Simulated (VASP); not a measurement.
# CaS4 (Pm-3m) in VASP: a series of runs

CaS4 is run at these levels: PBE; tasks: single point.

Program: VASP 6.6.1. These are calculated values, not measurements. Logs are shortened: lines on timing, memory, paths and dates and some standing lists are left out, and cuts for length are marked.

## 1. The cell of the first run

The structure is cubic, space group Pm-3m (No. 221). Conventional cell: a = 4.668 Å, b = 4.668 Å, c = 4.668 Å, α = 90.00°, β = 90.00°, γ = 90.00°. Ca (site symmetry m-3m) has 20 S at 3.30 to 4.04 Å within 4.3 Å. S (site symmetry 4/mmm) has 2 S at 2.33 Å within 3.1 Å. S (site symmetry m-3m) has 6 S at 2.33 Å within 3.1 Å.

The cell was generated, and may not be a known phase.

## 2. Single point, PBE

The input, INCAR:

```
SYSTEM = CaS4
PREC     = Accurate       ! precision mode
ENCUT    = 520            ! plane-wave cutoff, eV
EDIFF    = 1E-6           ! SCF threshold, eV
ISMEAR   = 0              ! smearing method
SIGMA    = 0.1            ! smearing width, eV
LREAL    = .False.        ! projectors in reciprocal space
LASPH    = .True.         ! aspherical terms in the spheres
NELM     = 100            ! most SCF steps
ALGO     = Normal         ! electronic algorithm
ISIF     = 2              ! what is computed and relaxed
LWAVE    = .False.        ! write WAVECAR
LCHARG   = .False.        ! write CHGCAR
GGA      = PE             ! functional
NBANDS   = 25             ! bands
```

The input, KPOINTS:

```
Automatic mesh
0
Gamma
  4 4 4
  0 0 0
```

The input, POSCAR:

```
CaS4
1.0
    4.6682261040      0.0000000000      0.0000000000
    0.0000000000      4.6682261040      0.0000000000
    0.0000000000      0.0000000000      4.6682261040
Ca S
1 4
Direct
    0.5000000000      0.5000000000      0.5000000000
    0.5000000000      0.0000000000      0.0000000000
    0.0000000000      0.5000000000      0.0000000000
    0.0000000000      0.0000000000      0.5000000000
    0.0000000000      0.0000000000      0.0000000000
```

Potentials or basis: VASP PAW PBE potentials, release 64 (Ca_sv, S).

On the command line:

```console
$ cat potpaw_PBE.64/Ca_sv/POTCAR potpaw_PBE.64/S/POTCAR > POTCAR
$ mpirun -np 1 vasp_std > vasp.out
```

OUTCAR:

```text
SYSTEM = CaS4
   PREC = Accurate
   ENCUT = 520
   EDIFF = 1E-6
   ISMEAR = 0
   LREAL = .False.
   LASPH = .True.
   NELM = 100
   ISIF = 2
   GGA = PE

 ion  position               nearest neighbor table
   1  0.500  0.500  0.500-
   2  0.500  0.000  0.000-   5 2.33   5 2.33
   3  0.000  0.500  0.000-   5 2.33   5 2.33
   4  0.000  0.000  0.500-   5 2.33   5 2.33
   5  0.000  0.000  0.000-   2 2.33   3 2.33   4 2.33   4 2.33   3 2.33   2 2.33

  LATTYP: Found a simple cubic cell.
 ALAT       =     4.6682261040

  Lattice vectors:

 A1 = (   4.6682261040,   0.0000000000,   0.0000000000)
 A2 = (   0.0000000000,   4.6682261040,   0.0000000000)
 A3 = (   0.0000000000,   0.0000000000,   4.6682261040)

Analysis of symmetry for initial positions (statically):
=====================================================================
 Subroutine PRICEL returns:
 Original cell was already a primitive cell.

 Routine SETGRP: Setting up the symmetry group for a
 simple cubic supercell.

 Subroutine GETGRP returns: Found 48 space group operations
 (whereof 48 operations were pure point group operations)
 out of a pool of 48 trial point group operations.

The static configuration has the point symmetry O_h .

Analysis of symmetry for dynamics (positions and initial velocities):
=====================================================================
 Subroutine PRICEL returns:
 Original cell was already a primitive cell.

 Routine SETGRP: Setting up the symmetry group for a
 simple cubic supercell.

 Subroutine GETGRP returns: Found 48 space group operations
 (whereof 48 operations were pure point group operations)
 out of a pool of 48 trial point group operations.

The dynamic configuration has the point symmetry O_h .

 Subroutine INISYM returns: Found 48 space group operations
 (whereof 48 operations are pure point group operations),
 and found     1 'primitive' translations

----------------------------------------------------------------------------------------

                                     Primitive cell

  volume of cell :     101.7315

  direct lattice vectors                    reciprocal lattice vectors
     4.668226104  0.000000000  0.000000000     0.214214131  0.000000000  0.000000000
     0.000000000  4.668226104  0.000000000     0.000000000  0.214214131  0.000000000
     0.000000000  0.000000000  4.668226104     0.000000000  0.000000000  0.214214131

  length of vectors
     4.668226104  4.668226104  4.668226104     0.214214131  0.214214131  0.214214131

  position of ions in fractional coordinates (direct lattice)
     0.500000000  0.500000000  0.500000000
     0.500000000  0.000000000  0.000000000
     0.000000000  0.500000000  0.000000000
     0.000000000  0.000000000  0.500000000
     0.000000000  0.000000000  0.000000000

  ion indices of the primitive-cell ions
   primitive index   ion index
                 1           1
                 2           2
                 3           3
                 4           4
                 5           5

----------------------------------------------------------------------------------------

 KPOINTS: Automatic mesh

Automatic generation of k-mesh.
 Grid dimensions read from file:
 generate k-points for:    4    4    4

 Generating k-lattice:

  Cartesian coordinates                     Fractional coordinates (reciprocal lattice)
     0.053553533  0.000000000  0.000000000     0.250000000  0.000000000  0.000000000
     0.000000000  0.053553533  0.000000000     0.000000000  0.250000000  0.000000000
     0.000000000  0.000000000  0.053553533     0.000000000  0.000000000  0.250000000

  Length of vectors
     0.053553533  0.053553533  0.053553533

  Shift w.r.t. Gamma in fractional coordinates (k-lattice)
     0.000000000  0.000000000  0.000000000

 Subroutine IBZKPT returns following result:
 ===========================================

 Found     10 irreducible k-points:

 Following reciprocal coordinates:
            Coordinates               Weight
  0.000000  0.000000  0.000000      1.000000
  0.250000  0.000000  0.000000      6.000000
  0.500000  0.000000  0.000000      3.000000
  0.250000  0.250000  0.000000     12.000000
  0.500000  0.250000  0.000000     12.000000
  0.500000  0.500000  0.000000      3.000000
  0.250000  0.250000  0.250000      8.000000
  0.500000  0.250000  0.250000     12.000000
  0.500000  0.500000  0.250000      6.000000
  0.500000  0.500000  0.500000      1.000000
   k-points           NKPTS =     10   k-points in BZ     NKDIM =     10   number of bands    NBANDS=     25
   number of dos      NEDOS =    301   number of ions     NIONS =      5
   total plane-waves  NPLWV =  46656
   dimension x,y,z NGX =    36 NGY =   36 NGZ =   36
   dimension x,y,z NGXF=    72 NGYF=   72 NGZF=   72
   ions per type =               1   4
   NGX,Y,Z   is equivalent  to a cutoff of  12.82, 12.82, 12.82 a.u.
   NGXF,Y,Z  is equivalent  to a cutoff of  25.64, 25.64, 25.64 a.u.
 SYSTEM =  CaS4
   PREC   = accura    normal or accurate (medium, high low for compatibility)
   ISTART =      0    job   : 0-new  1-cont  2-samecut
   ICHARG =      2    charge: 1-file 2-atom 10-const
   ISPIN  =      1    spin polarized calculation?
   LNONCOLLINEAR =      F non collinear calculations
   LSORBIT =      F    spin-orbit coupling
   LASPH  =      T    aspherical Exc in radial PAW
   ENCUT  =  520.0 eV  38.22 Ry    6.18 a.u.   8.68  8.68  8.68*2*pi/ulx,y,z
   NELM   =    100;   NELMIN=  2; NELMDL= -5     # of ELM steps
   EDIFF  = 0.1E-05   stopping-criterion for ELM
   LREAL  =      F    real-space projection
   EDIFFG = 0.1E-04   stopping-criterion for IOM
   NSW    =      0    number of steps for IOM
   IBRION =     -1    ionic relax: 0-MD 1-quasi-New 2-CG
   NFREE  =      0    steps in history (QN), initial steepest desc. (CG)
   ISIF   =      2    stress and relaxation
   ISYM   =      2    0-nonsym 1-usesym 2-fastsym
   POTIM  = 0.5000    time-step for ionic-motion
   TEBEG  =    0.0;   TEEND  =   0.0 temperature during run
   PSTRESS=    0.0 pullay stress
   NELECT =      34.0000    total number of electrons
   NUPDOWN=      -1.0000    fix difference up-down
   EMIN   =  10.00;   EMAX   =-10.00  energy-range for DOS
   EFERMI =   0.00;   METHOD = LEGACY
   ISMEAR =     0;   SIGMA  =   0.10  broadening in eV -4-tet -1-fermi 0-gaus
   EFERMI_NEDOS =   21; number of points for ismear=-14 and -15
   IALGO  =     38    algorithm
   IMIX   =      4    mixing-type and parameters
     AMIX     =   0.40;   BMIX     =  1.00
     AMIX_MAG =   1.60;   BMIX_MAG =  1.00
  volume/ion in A,a.u.               =      20.35       137.30
  Fermi-wavevector in a.u.,A,eV,Ry     =   1.136098  2.146915 17.561304  1.290719
  Thomas-Fermi vector in A             =   2.272803
   LORBIT       =      0    0 simple, 1 ext, 2 COOP (PROOUT), +10 PAW based schemes
   GGA     = PE    functional components
   LHFCALC =     F    Hartree Fock is set to
   AEXX    =    0.0000 exact exchange contribution
   IVDW    =     0    specifies the selected vdW correction
   LEPSILON=     F    determine dielectric tensor
   LRPA    =     F    only Hartree local field effects (RPA)
 non-spin polarized calculation
 Gauss-broadening in eV      SIGMA  =   0.10
  energy-cutoff  :      520.00
  volume of cell :      101.73
 maximum number of plane-waves:      2800
 NGX is ok and might be reduce to    36
   NGX = 17   NGY = 17   NGZ = 17

 number of electron      34.0000006 magnetization

 Free energy of the ion-electron system (eV)
  ---------------------------------------------------
  ext. energy  EPLUGINS =         0.00000000
  ---------------------------------------------------
  free energy    TOTEN  =       -20.07853941 eV

  energy without entropy =      -20.04775984  energy(sigma->0) =      -20.06314962

 E-fermi :   4.5665     XC(G=0):  -9.7597

 val. band max:        4.4696610840   @ k =   0.5000   0.2500   0.2500
 cond. band min:       4.5829611318   @ k =   0.5000   0.5000   0.2500
 fundamental gap:      0.1133000478
 Fermi energy:         4.5665198756

 k-point     1 :       0.0000    0.0000    0.0000
  band No.  band energies     occupation
      1     -36.4331      2.00000
      2     -17.3831      2.00000
      3     -17.3831      2.00000
      4     -17.3831      2.00000
      5     -11.6602      2.00000
      6      -6.6950      2.00000
[... 17 lines left out ...]
     24      10.9338      0.00000
     25      10.9361      0.00000

 k-point     2 :       0.2500    0.0000    0.0000
  band No.  band energies     occupation
      1     -36.4329      2.00000
      2     -17.3910      2.00000
      3     -17.3823      2.00000
      4     -17.3823      2.00000
      5     -11.4588      2.00000
      6      -7.3736      2.00000
[... 17 lines left out ...]
     24       9.0627      0.00000
     25      10.5257      0.00000

 k-point     3 :       0.5000    0.0000    0.0000
  band No.  band energies     occupation
      1     -36.4328      2.00000
      2     -17.3989      2.00000
      3     -17.3817      2.00000
      4     -17.3817      2.00000
      5     -11.2057      2.00000
      6      -8.0530      2.00000
[... 17 lines left out ...]
     24      10.0215      0.00000
     25      10.0283      0.00000

 k-point     4 :       0.2500    0.2500    0.0000
  band No.  band energies     occupation
      1     -36.4328      2.00000
      2     -17.3903      2.00000
      3     -17.3890      2.00000
      4     -17.3817      2.00000
      5     -11.2524      2.00000
      6      -7.4385      2.00000
[... 17 lines left out ...]
     24       9.2024      0.00000
     25       9.9952      0.00000
[... 85 lines left out ...]
 k-point     8 :       0.5000    0.2500    0.2500
  band No.  band energies     occupation
      1     -36.4324      2.00000
      2     -17.3952      2.00000
      3     -17.3877      2.00000
      4     -17.3868      2.00000
      5     -10.7492      2.00000
      6      -7.9643      2.00000
[... 17 lines left out ...]
     24       9.2221      0.00000
     25       9.4096      0.00000

 k-point     9 :       0.5000    0.5000    0.2500
  band No.  band energies     occupation
      1     -36.4322      2.00000
      2     -17.3934      2.00000
      3     -17.3934      2.00000
      4     -17.3861      2.00000
      5     -10.4208      2.00000
      6      -7.9270      2.00000
[... 17 lines left out ...]
     24       9.1808      0.00000
     25       9.1864      0.00000

 k-point    10 :       0.5000    0.5000    0.5000
  band No.  band energies     occupation
      1     -36.4321      2.00000
      2     -17.3920      2.00000
      3     -17.3920      2.00000
      4     -17.3920      2.00000
      5      -9.9961      2.00000
      6      -7.9067      2.00000
[... 17 lines left out ...]
     24       8.6312      0.00000
     25       9.1055      0.00000

------------------------ aborting loop because EDIFF is reached ----------------------------------------

  FORCE on cell =-STRESS in cart. coord.  units (eV):
  Direction    XX          YY          ZZ          XY          YZ          ZX
  --------------------------------------------------------------------------------------
  -------------------------------------------------------------------------------------
  Total       -0.2567842     -0.2567842     -0.2567842     -0.0000000      0.0000000      0.0000000
  in kB       -4.0441126     -4.0441126     -4.0441126     -0.0000000      0.0000000      0.0000000
  external PRESSURE =      -4.0441126 kB  Pullay stress =       0.0000000 kB

 VOLUME and BASIS-vectors are now :
 -----------------------------------------------------------------------------
  energy-cutoff  :      520.00
  volume of cell :      101.73
      direct lattice vectors                 reciprocal lattice vectors
     4.668226104  0.000000000  0.000000000     0.214214131  0.000000000  0.000000000
     0.000000000  4.668226104  0.000000000     0.000000000  0.214214131  0.000000000
     0.000000000  0.000000000  4.668226104     0.000000000  0.000000000  0.214214131

 POSITION                                       TOTAL-FORCE (eV/Angst)
 -----------------------------------------------------------------------------------
      2.33411      2.33411      2.33411         0.000000      0.000000      0.000000
      2.33411      0.00000      0.00000         0.000000      0.000000      0.000000
      0.00000      2.33411      0.00000         0.000000      0.000000      0.000000
      0.00000      0.00000      2.33411         0.000000      0.000000      0.000000
      0.00000      0.00000      0.00000         0.000000      0.000000      0.000000
 -----------------------------------------------------------------------------------
    total drift:                                0.000000      0.000000      0.000000

  FREE ENERGIE OF THE ION-ELECTRON SYSTEM (eV)
  ---------------------------------------------------
  free  energy   TOTEN  =       -20.0785394084 eV

  energy  without entropy=      -20.0477598366  energy(sigma->0) =      -20.06314962
```

It took 20 s on 1 thread of Intel Xeon Platinum 8259CL at 2.50GHz (Skylake/Cascade Lake), shared host; peak memory 0.2 GiB.

What came out:

```yaml
Free_energy: -20.0785 eV
Pressure: -0.4 GPa
Band_gap_on_the_k_mesh: zero (bands 17 and 18 overlap by 1.20 eV)
```

(Continued in part 2 of 2.)

The gap in the log of VASP goes by the Fermi energy; the results here count the filled bands.